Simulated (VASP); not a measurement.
Here is a VASP 6.6.1 calculation.

The input INCAR:

```
SYSTEM = HgTe
PREC = Accurate
ENCUT = 520
EDIFF = 1E-8
ISMEAR = -1
SIGMA = 0.03
LREAL = .False.
LASPH = .True.
NELM = 100
ALGO = Normal
ISIF = 2
LWAVE = .False.
LCHARG = .False.
GGA = CA
LEFG = .True.
NBANDS = 16
```

File KPOINTS:

```
Automatic mesh
0
Gamma
  11 11 11
  0 0 0
```

Contents of POSCAR:

```
HgTe
1.0
    0.0000000000      3.2659193382      3.2659193382
    3.2659193382      0.0000000000      3.2659193382
    3.2659193382      3.2659193382      0.0000000000
Hg Te
1 1
Direct
    0.0000000000      0.0000000000      0.0000000000
    0.7500000000      0.7500000000      0.7500000000
```

Potentials or basis: VASP PAW LDA potentials, release 64 (Hg, Te).

The run is started by

```console
$ cat potpaw_LDA.64/Hg/POTCAR potpaw_LDA.64/Te/POTCAR > POTCAR
$ mpirun -np 1 vasp_std > vasp.out
```

Question: What does it give for the pressure?

Answer: -1.7 GPa.

Question: Estimate the band gap on the k mesh.

Answer: Zero (filled and empty bands touch).

Caveat: without QUAD_EFG the Cq values of the log hold for a quadrupole moment of 1 mb, not for the nuclei; spin-orbit coupling is left out, which moves the levels of the heavy elements.
